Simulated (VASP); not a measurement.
# CaO (eos) (Fm-3m) in VASP: further runs, part 3 of 3

VASP 6.6.1. The steps go on from the part before.

### Step 5. Single point, LDA

This run uses another cell than the first one, of 13.07 Å³/atom, 1.102 times its volume.

Input file INCAR:

```
PREC = Accurate ; ENCUT = 600
EDIFF = 1E-6 ; ISMEAR = 0
SIGMA = 0.1 ; LREAL = False
LASPH = True ; NELM = 120
ALGO = Normal ; ISIF = 2
LWAVE = False ; LCHARG = False
GGA = CA ; NBANDS = 15
GGA_COMPAT = False
```

Input file KPOINTS:

```
Automatic mesh
0
Gamma
  8 8 8
```

Input file POSCAR:

```
CaO
1.0
    0.0000000000      2.3557358111      2.3557358111
    2.3557358111      0.0000000000      2.3557358111
    2.3557358111      2.3557358111      0.0000000000
Ca O
1 1
Direct
    0.0000000000      0.0000000000      0.0000000000
    0.5000000000      0.5000000000      0.5000000000
```

Potentials or basis: VASP PAW LDA potentials, release 64 (Ca_sv, O).

The run is started by

```
$ cat potpaw_LDA.64/Ca_sv/POTCAR potpaw_LDA.64/O/POTCAR > POTCAR
$ mpirun -np 1 vasp_std > vasp.out
```

OUTCAR:

```text
PREC = Accurate
   ENCUT = 600
   EDIFF = 1E-6
   ISMEAR = 0
   LREAL = False
   LASPH = True
   NELM = 120
   ISIF = 2
   GGA = CA

 ion  position               nearest neighbor table
   1  0.000  0.000  0.000-   2 2.36   2 2.36   2 2.36   2 2.36   2 2.36   2 2.36
   2  0.500  0.500  0.500-   1 2.36   1 2.36   1 2.36   1 2.36   1 2.36   1 2.36

  LATTYP: Found a face centered cubic cell.
 ALAT       =     4.7114716222

  Lattice vectors:

 A1 = (   0.0000000000,   2.3557358111,   2.3557358111)
 A2 = (   2.3557358111,   0.0000000000,   2.3557358111)
 A3 = (   2.3557358111,   2.3557358111,   0.0000000000)

Analysis of symmetry for initial positions (statically):
=====================================================================
 Subroutine PRICEL returns:
 Original cell was already a primitive cell.

 Routine SETGRP: Setting up the symmetry group for a
 face centered cubic supercell.

 Subroutine GETGRP returns: Found 48 space group operations
[... 9 lines left out ...]

 Routine SETGRP: Setting up the symmetry group for a
 face centered cubic supercell.

 Subroutine GETGRP returns: Found 48 space group operations
[... 11 lines left out ...]
                                     Primitive cell

  volume of cell :      26.1463

  direct lattice vectors                    reciprocal lattice vectors
     0.000000000  2.355735811  2.355735811    -0.212247909  0.212247909  0.212247909
     2.355735811  0.000000000  2.355735811     0.212247909 -0.212247909  0.212247909
     2.355735811  2.355735811  0.000000000     0.212247909  0.212247909 -0.212247909

  length of vectors
     3.331513533  3.331513533  3.331513533     0.367624162  0.367624162  0.367624162

  position of ions in fractional coordinates (direct lattice)
     0.000000000  0.000000000  0.000000000
     0.500000000  0.500000000  0.500000000

  ion indices of the primitive-cell ions
   primitive index   ion index
                 1           1
                 2           2

----------------------------------------------------------------------------------------

 KPOINTS: Automatic mesh

Automatic generation of k-mesh.
 Grid dimensions read from file:
 generate k-points for:    8    8    8

 Generating k-lattice:

  Cartesian coordinates                     Fractional coordinates (reciprocal lattice)
    -0.026530989  0.026530989  0.026530989     0.125000000  0.000000000  0.000000000
     0.026530989 -0.026530989  0.026530989     0.000000000  0.125000000  0.000000000
     0.026530989  0.026530989 -0.026530989     0.000000000  0.000000000  0.125000000

  Length of vectors
     0.045953020  0.045953020  0.045953020

  Shift w.r.t. Gamma in fractional coordinates (k-lattice)
     0.000000000  0.000000000  0.000000000

 Subroutine IBZKPT returns following result:
 ===========================================

 Found     29 irreducible k-points:

 Following reciprocal coordinates:
            Coordinates               Weight
  0.000000  0.000000  0.000000      1.000000
  0.125000  0.000000  0.000000      8.000000
  0.250000  0.000000  0.000000      8.000000
  0.375000  0.000000  0.000000      8.000000
  0.500000  0.000000  0.000000      4.000000
  0.125000  0.125000  0.000000      6.000000
[... 16 lines left out ...]
  0.500000  0.250000  0.125000     48.000000
 -0.375000  0.250000  0.125000     24.000000
 [... further k-points ...]
   k-points           NKPTS =     29   k-points in BZ     NKDIM =     29   number of bands    NBANDS=     15
   number of dos      NEDOS =    301   number of ions     NIONS =      2
   total plane-waves  NPLWV =  21952
   dimension x,y,z NGX =    28 NGY =   28 NGZ =   28
   dimension x,y,z NGXF=    56 NGYF=   56 NGZF=   56
   ions per type =               1   1
   NGX,Y,Z   is equivalent  to a cutoff of  13.97, 13.97, 13.97 a.u.
   NGXF,Y,Z  is equivalent  to a cutoff of  27.94, 27.94, 27.94 a.u.
 SYSTEM =  unknown system
   PREC   = accura    normal or accurate (medium, high low for compatibility)
   ISTART =      0    job   : 0-new  1-cont  2-samecut
   ICHARG =      2    charge: 1-file 2-atom 10-const
   ISPIN  =      1    spin polarized calculation?
   LNONCOLLINEAR =      F non collinear calculations
   LSORBIT =      F    spin-orbit coupling
   LASPH  =      T    aspherical Exc in radial PAW
   ENCUT  =  600.0 eV  44.10 Ry    6.64 a.u.   6.65  6.65  6.65*2*pi/ulx,y,z
   NELM   =    120;   NELMIN=  2; NELMDL= -5     # of ELM steps
   EDIFF  = 0.1E-05   stopping-criterion for ELM
   LREAL  =      F    real-space projection
   EDIFFG = 0.1E-04   stopping-criterion for IOM
   NSW    =      0    number of steps for IOM
   IBRION =     -1    ionic relax: 0-MD 1-quasi-New 2-CG
   NFREE  =      0    steps in history (QN), initial steepest desc. (CG)
   ISIF   =      2    stress and relaxation
   ISYM   =      2    0-nonsym 1-usesym 2-fastsym
   POTIM  = 0.5000    time-step for ionic-motion
   TEBEG  =    0.0;   TEEND  =   0.0 temperature during run
   PSTRESS=    0.0 pullay stress
   NELECT =      16.0000    total number of electrons
   NUPDOWN=      -1.0000    fix difference up-down
   EMIN   =  10.00;   EMAX   =-10.00  energy-range for DOS
   EFERMI =   0.00;   METHOD = LEGACY
   ISMEAR =     0;   SIGMA  =   0.10  broadening in eV -4-tet -1-fermi 0-gaus
   EFERMI_NEDOS =   21; number of points for ismear=-14 and -15
   IALGO  =     38    algorithm
   IMIX   =      4    mixing-type and parameters
     AMIX     =   0.40;   BMIX     =  1.00
     AMIX_MAG =   1.60;   BMIX_MAG =  1.00
  volume/ion in A,a.u.               =      13.07        88.22
  Fermi-wavevector in a.u.,A,eV,Ry     =   1.389883  2.626498 26.283391  1.931775
  Thomas-Fermi vector in A             =   2.513871
   LORBIT       =      0    0 simple, 1 ext, 2 COOP (PROOUT), +10 PAW based schemes
   GGA     = CA    functional components
   LHFCALC =     F    Hartree Fock is set to
   AEXX    =    0.0000 exact exchange contribution
   IVDW    =     0    specifies the selected vdW correction
   LEPSILON=     F    determine dielectric tensor
   LRPA    =     F    only Hartree local field effects (RPA)
 non-spin polarized calculation
 Gauss-broadening in eV      SIGMA  =   0.10
  energy-cutoff  :      600.00
  volume of cell :       26.15
 maximum number of plane-waves:       893
   NGX = 13   NGY = 13   NGZ = 13

 number of electron      15.9999999 magnetization

 Free energy of the ion-electron system (eV)
  ---------------------------------------------------
  ext. energy  EPLUGINS =         0.00000000
  ---------------------------------------------------
  free energy    TOTEN  =       -14.22341264 eV

  energy without entropy =      -14.22341264  energy(sigma->0) =      -14.22341264

 E-fermi :   2.7720     XC(G=0): -11.3262

 val. band max:        2.3702139226   @ k =   0.0000   0.0000   0.0000
 cond. band min:       5.7927583807   @ k =   0.5000   0.5000   0.0000
 fundamental gap:      3.4225444581
 Fermi energy:         2.7719989597

 k-point     1 :       0.0000    0.0000    0.0000
  band No.  band energies     occupation
      1     -34.4603      2.00000
      2     -15.4553      2.00000
      3     -15.4553      2.00000
      4     -15.4553      2.00000
      5     -12.9554      2.00000
      6       2.3702      2.00000
      7       2.3702      2.00000
      8       2.3702      2.00000
      9       7.4342      0.00000
     10       8.6150      0.00000
     11       8.6150      0.00000
     12       8.6150      0.00000
     13      10.2865      0.00000
     14      10.2865      0.00000
     15      17.5372      0.00000
[... 397 lines left out ...]
 k-point    24 :      -0.3750    0.2500    0.1250
  band No.  band energies     occupation
      1     -34.2922      2.00000
      2     -16.6315      2.00000
      3     -15.7659      2.00000
      4     -15.6169      2.00000
      5     -11.7935      2.00000
      6       0.1721      2.00000
      7       1.1624      2.00000
      8       1.2045      2.00000
      9       9.2427      0.00000
     10       9.3129      0.00000
     11      11.4414      0.00000
     12      11.7437      0.00000
     13      13.0680      0.00000
     14      14.7801      0.00000
     15      16.8258      0.00000

 [... further k-points ...]

------------------------ aborting loop because EDIFF is reached ----------------------------------------

  FORCE on cell =-STRESS in cart. coord.  units (eV):
  Direction    XX          YY          ZZ          XY          YZ          ZX
  --------------------------------------------------------------------------------------
  -------------------------------------------------------------------------------------
  Total        0.0905314      0.0905314      0.0905314     -0.0000000     -0.0000000      0.0000000
  in kB        5.5475370      5.5475370      5.5475370     -0.0000000     -0.0000000      0.0000000
  external PRESSURE =       5.5475370 kB  Pullay stress =       0.0000000 kB

 VOLUME and BASIS-vectors are now :
 -----------------------------------------------------------------------------
  energy-cutoff  :      600.00
  volume of cell :       26.15
      direct lattice vectors                 reciprocal lattice vectors
     0.000000000  2.355735811  2.355735811    -0.212247909  0.212247909  0.212247909
     2.355735811  0.000000000  2.355735811     0.212247909 -0.212247909  0.212247909
     2.355735811  2.355735811  0.000000000     0.212247909  0.212247909 -0.212247909

 POSITION                                       TOTAL-FORCE (eV/Angst)
 -----------------------------------------------------------------------------------
      0.00000      0.00000      0.00000        -0.000000      0.000000      0.000000
      2.35574      2.35574      2.35574         0.000000     -0.000000     -0.000000
 -----------------------------------------------------------------------------------
    total drift:                                0.000000      0.000000      0.000000

  FREE ENERGIE OF THE ION-ELECTRON SYSTEM (eV)
  ---------------------------------------------------
  free  energy   TOTEN  =       -14.2234126374 eV

  energy  without entropy=      -14.2234126373  energy(sigma->0) =      -14.22341264
```

Run time: 18 s. Hardware: 1 thread of Intel Xeon 8259CL, shared host; peak memory 0.15 GiB.

Results:

- Free energy: -14.2234 eV
- Pressure: 0.6 GPa
- Band gap on the k mesh: 3.42 eV, indirect (least direct gap 3.78 eV)

A k mesh can miss the band edges. A hybrid or GW would open this gap; LDA tends to underestimate it.

### Step 6. Single point, LDA (volume scaled by 1.03)

Input file INCAR:

```
PREC     = Accurate       # precision mode
ENCUT    = 600            # plane-wave cutoff, eV
EDIFF    = 1E-6           # SCF threshold, eV
ISMEAR   = 0              # smearing method
SIGMA    = 0.02           # smearing width, eV
LREAL    = F              # projectors in reciprocal space
LASPH    = T              # aspherical terms in the spheres
NELM     = 120            # most SCF steps
ALGO     = Normal         # electronic algorithm
ISIF     = 2              # what is computed and relaxed
LWAVE    = F              # write WAVECAR
LCHARG   = F              # write CHGCAR
GGA      = CA             # functional
NBANDS   = 15             # bands
GGA_COMPAT= F
```

KPOINTS is that of step 5.

Input file POSCAR:

```
CaO
1.0
    0.0000000000      2.3770323614      2.3770323614
    2.3770323614      0.0000000000      2.3770323614
    2.3770323614      2.3770323614      0.0000000000
Ca O
1 1
Direct
    0.0000000000      0.0000000000      0.0000000000
    0.5000000000      0.5000000000      0.5000000000
```

Potentials or basis: VASP PAW LDA potentials, release 64 (Ca_sv, O).

The run is started by

```
$ cat potpaw_LDA.64/Ca_sv/POTCAR potpaw_LDA.64/O/POTCAR > POTCAR
$ mpirun -np 1 vasp_std > vasp.out
```

Wall time 21 s (1 thread of Intel Xeon 8259CL, shared host); peak memory 0.15 GiB.

The run converged. Its results:

```yaml
Free_energy: -14.2193 eV
Pressure: -2.8 GPa
Band_gap_on_the_k_mesh: 3.44 eV, indirect (least direct gap 3.81 eV)
```

Levels at points of the mesh, in eV from the valence-band top:
| k point | band 4 | band 5 | band 6 | band 7 | band 8 | band 9 | band 10 | band 11 | band 12 | band 13 |
| --- | --- | --- | --- | --- | --- | --- | --- | --- | --- | --- |
| (0.00, 0.00, 0.00) | -17.95 | -15.27 | 0.00 | 0.00 | 0.00 | 4.83 | 6.19 | 6.19 | 6.19 | 7.81 |
| (0.50, 0.00, 0.00) | -18.01 | -13.87 | -2.79 | -1.30 | -1.30 | 7.11 | 8.49 | 8.49 | 8.56 | 10.71 |
| (0.50, 0.50, 0.00) | -18.22 | -15.02 | -1.29 | -0.37 | -0.37 | 3.44 | 8.26 | 9.06 | 9.76 | 9.76 |

Caveat: the cell differs from its parent crystal (volume scaled by 1.03). A k mesh can miss the band edges.

### Step 7. Summary

```csv
cell,smearing,gap on the mesh (eV),pressure (GPa)
"a = 3.226 Å, angles 60.0°, 2 atoms",gaussian 0.02 eV,3.32,16.3
"a = 3.295 Å, angles 60.0°, 2 atoms",gaussian 0.02 eV,3.39,5.2
"a = 3.261 Å, angles 60.0°, 2 atoms",gaussian 0.02 eV,3.36,10.3
"a = 3.332 Å, angles 60.0°, 2 atoms",gaussian 0.1 eV,3.42,0.6
"a = 3.362 Å, angles 60.0°, 2 atoms",gaussian 0.02 eV,3.44,-2.8
```

Alike in all rows: task single point; level LDA; potentials or basis VASP PAW LDA potentials, release 64 (Ca_sv, O); no spin polarisation; k mesh 8 × 8 × 8; cutoff (eV) 600.

Total energies depend on the potentials used, so only differences within one code and one set of settings carry meaning.
